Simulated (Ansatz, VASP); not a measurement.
## ScTaN in VASP and in Ansatz

```
CELL_PARAMETERS angstrom
3.08507 0.00000 0.00000
-1.54253 2.67175 0.00000
0.00000 0.00000 10.34014
ATOMIC_POSITIONS crystal
Ta 0.33333 0.66667 0.24563
Ta 0.66667 0.33333 0.75437
Sc 0.00000 0.00000 0.00000
Sc 0.00000 0.00000 0.50000
N 0.33333 0.66667 0.62984
N 0.66667 0.33333 0.37016
```

Alike in both runs: task relaxation of cell and atoms; functional PBEsol; dispersion D3(BJ); k mesh 10 × 10 × 3; occupations fermi-dirac, width 0.05 eV; no spin polarisation.

|  | VASP | Ansatz |
| --- | --- | --- |
| version | VASP 6.6.1 | Ansatz 0.2.0 |
| potentials or method | VASP PAW PBE potentials, release 64 (Ta_pv, Sc_sv, N) | Ansatz PAW |
| plane-wave cutoff (eV) | 600 | 420 |
| valence electrons in the cell | 54 | 58 |

|  | VASP | Ansatz | Ansatz less VASP |
| --- | --- | --- | --- |
| gap on the k mesh at the Fermi level, each at its own relaxed structure (eV) | none | none | - |
| relaxed volume (Å³/atom) | 13.39 | 13.36 | -0.034 |
| relaxed cell length with the largest relative difference (Å) | 10.120 | 10.111 | -0.0089 |

VASP's potentials were made for PBE, not for PBEsol. A gap of «none» marks a metal or a gap that the smearing closes. VASP's potentials hold 54 valence electrons a cell and Ansatz's 58, so a difference there can come from the potentials and not from the codes.

Neither program's run includes spin-orbit coupling. Noted on Ansatz's run: the plane-wave basis is chosen anew once the cell has moved, so the energies of steps on either side of that aren't comparable.
